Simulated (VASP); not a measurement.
# AlN (P1) in VASP: further runs, part 2 of 2

VASP 6.6.1.

## (4) Relaxation of the atoms, PBE

INCAR reads:

```
SYSTEM = AlN
  PREC = Accurate
  ENCUT = 520
  EDIFF = 1E-7
  ISMEAR = 0
  SIGMA = 0.05
  LREAL = .FALSE.
  LASPH = .TRUE.
  NELM = 80
  ALGO = Normal
  ISIF = 2
  LWAVE = .FALSE.
  LCHARG = .FALSE.
  GGA = PE
  IBRION = 2
  NSW = 100
  EDIFFG = -0.01
```

KPOINTS reads:

```
regular mesh
0
G
  8 8 8
  0 0 0
```

POSCAR reads:

```
AlN
1.0
    0.1157717734      1.9684110059      2.0755267804
    2.0238507968     -0.0814220902      2.2727206439
    2.1286101825      2.2703642551     -0.1861814758
Al N
1 1
Direct
   -0.0111908501     -0.0300770952     -0.0250535999
    0.7611908501      0.7800770952      0.7750535999
```

Potentials or basis: VASP PAW PBE potentials, release 64 (Al, N).

On the command line:

```console
cat potpaw_PBE.64/Al/POTCAR potpaw_PBE.64/N/POTCAR > POTCAR
mpirun -np 1 vasp_std > vasp.out
```

OUTCAR:

```text
SYSTEM = AlN
   PREC = Accurate
   ENCUT = 520
   EDIFF = 1E-7
   ISMEAR = 0
   LREAL = .FALSE.
   LASPH = .TRUE.
   NELM = 80
   ISIF = 2
   GGA = PE
   IBRION = 2
   NSW = 100
   EDIFFG = -0.01

 ion  position               nearest neighbor table
   1  0.989  0.970  0.975-   2 1.50   2 1.78   2 2.08   2 2.17
   2  0.761  0.780  0.775-   1 1.50   1 1.78   1 2.08   1 2.17

  Warning from LATTYP: Got some problem with cell dimensions!
  Tried to take original basis but could not verify dimensions!
  LATTYP: Found a triclinic cell.
 ALAT       =     5.8146983221
 B/A-ratio  =     0.9727276524
 C/A-ratio  =     1.1136872290
 COS(alpha) =     0.0084952465
 COS(beta)  =     0.6591939999
 COS(gamma) =     0.7519131578

  Lattice vectors:

 A1 = (  -2.1175977948,  -2.6537395945,   4.7206103759)
 A2 = (   1.9190914111,  -2.4332084355,   4.7316227636)
 A3 = (  -6.0495276150,  -0.5224844082,   2.2506958685)

Analysis of symmetry for initial positions (statically):
=====================================================================
 Subroutine PRICEL returns:
 Original cell was already a primitive cell.

 Routine SETGRP: Setting up the symmetry group for a
 triclinic supercell.

 Subroutine GETGRP returns: Found  1 space group operations
 (whereof  1 operations were pure point group operations)
[... 278 lines left out ...]
------------------------ aborting loop because EDIFF is reached ----------------------------------------
[... 67 lines left out ...]
--------------------------------------- Ionic step       29  -------------------------------------------

 number of electron       8.0000000 magnetization

 Free energy of the ion-electron system (eV)
  ---------------------------------------------------
  ext. energy  EPLUGINS =         0.00000000
  ---------------------------------------------------
  free energy    TOTEN  =       -13.80551548 eV

  energy without entropy =      -13.80551548  energy(sigma->0) =      -13.80551548

 E-fermi :   8.7573     XC(G=0): -11.4467

 val. band max:        8.5382875858   @ k =   0.0000   0.0000   0.0000
 cond. band min:       9.1438389706   @ k =  -0.0000   0.5000   0.5000
 fundamental gap:      0.6055513848
 Fermi energy:         8.7572603486

 k-point     1 :       0.0000    0.0000    0.0000
  band No.  band energies     occupation
      1      -8.3104      2.00000
      2       6.7538      2.00000
      3       7.6209      2.00000
      4       8.5383      2.00000
      5      10.3767      0.00000
      6      17.9119      0.00000
      7      19.7753      0.00000
      8      22.1557      0.00000
[... 243 lines left out ...]
 k-point    24 :       0.2500    0.3750    0.0000
  band No.  band energies     occupation
      1      -6.5143      2.00000
      2       3.2323      2.00000
      3       5.5747      2.00000
      4       6.3546      2.00000
      5      12.4080      0.00000
      6      16.2331      0.00000
      7      18.0320      0.00000
      8      21.9520      0.00000

 [... further k-points ...]

------------------------ aborting loop because EDIFF is reached ----------------------------------------

  FORCE on cell =-STRESS in cart. coord.  units (eV):
  Direction    XX          YY          ZZ          XY          YZ          ZX
  --------------------------------------------------------------------------------------
  -------------------------------------------------------------------------------------
  Total       -3.0725846     -0.1716767     -0.1839281     -3.0846637      3.1910078      0.3070625
  in kB     -251.6105732    -14.0584155    -15.0616658   -252.5997177    261.3081201     25.1450129
  external PRESSURE =     -93.5768848 kB  Pullay stress =       0.0000000 kB
[... 17 lines left out ...]
  FREE ENERGIE OF THE ION-ELECTRON SYSTEM (eV)
  ---------------------------------------------------
  free  energy   TOTEN  =       -13.8055154808 eV

  energy  without entropy=      -13.8055154808  energy(sigma->0) =      -13.80551548

 reached required accuracy - stopping structural energy minimisation
```

Run time: 3.1 min. Hardware: 1 thread of Intel Xeon 6975P-C (Granite Rapids), shared host; peak memory 0.16 GiB.

What came out:

```
Free energy                  : -13.8055 eV
Energy gained by relaxing    : 784.3 meV/atom
Ionic steps                  : 29
Pressure after relaxing      : -9.4 GPa
Largest force after relaxing : 0.006 eV/Å
Band gap on the k mesh       : 0.61 eV, indirect (least direct gap 1.84 eV)
```

Forces in eV/Å, atoms in the order of the input:
```
Al   0.005 -0.003  0.002
N   -0.005  0.003 -0.002
```

Step by step:
| step | energy change (eV) | largest force (eV/Å) | pressure (GPa) |
| --- | --- | --- | --- |
| 1 | 0.0000 | 14.0376 | 63.17 |
| 2 | -0.8213 | 3.4433 | 17.44 |
| 3 | -1.0004 | 2.5789 | 7.18 |
| 4 | -1.3137 | 1.1985 | -11.64 |
| 5 | -1.3190 | 1.7002 | -16.91 |
| 6 | -1.4436 | 0.2362 | -21.01 |
| 7 | -1.4470 | 0.2263 | -21.59 |
| 8 | -1.4516 | 0.1724 | -21.80 |
| 9 | -1.4554 | 0.2902 | -21.88 |
| 10 | -1.4583 | 0.3082 | -21.87 |
| 11 | -1.4683 | 0.3682 | -21.59 |
| 12 | -1.4916 | 0.4766 | -19.79 |
| 13 | -1.4737 | 1.1747 | -10.45 |
| 14 | -1.5009 | 0.5245 | -18.29 |
| 15 | -1.5024 | 0.7082 | -14.79 |
| 16 | -1.5046 | 0.5855 | -16.76 |
| 17 | -1.5093 | 0.6094 | -15.87 |
| 18 | -1.5166 | 0.7516 | -12.72 |
| 19 | -1.5283 | 0.7067 | -11.95 |
| 20 | -1.5551 | 0.4945 | -9.17 |
| 21 | -1.5323 | 0.8185 | -1.23 |
| 22 | -1.5616 | 0.3560 | -7.43 |
| 23 | -1.5622 | 0.3142 | -6.64 |
| 24 | -1.5657 | 0.2059 | -7.59 |
| 25 | -1.5686 | 0.0185 | -9.66 |
| 26 | -1.5686 | 0.0170 | -9.54 |
| 27 | -1.5686 | 0.0188 | -9.49 |
| 28 | -1.5687 | 0.0113 | -9.43 |
| 29 | -1.5687 | 0.0060 | -9.36 |

Final structure:
```
Al N
1.0
     0.11577    1.96841    2.07553
     2.02385   -0.08142    2.27272
     2.12861    2.27036   -0.18618
Al N
1 1
Direct
  0.10870 0.06916 0.18996
  0.64130 0.68084 0.56004
```

Caveat: the cell differs from its parent crystal (all atoms moved at random, sigma 0.1 Å a component, cell strained at random, sigma 0.1).
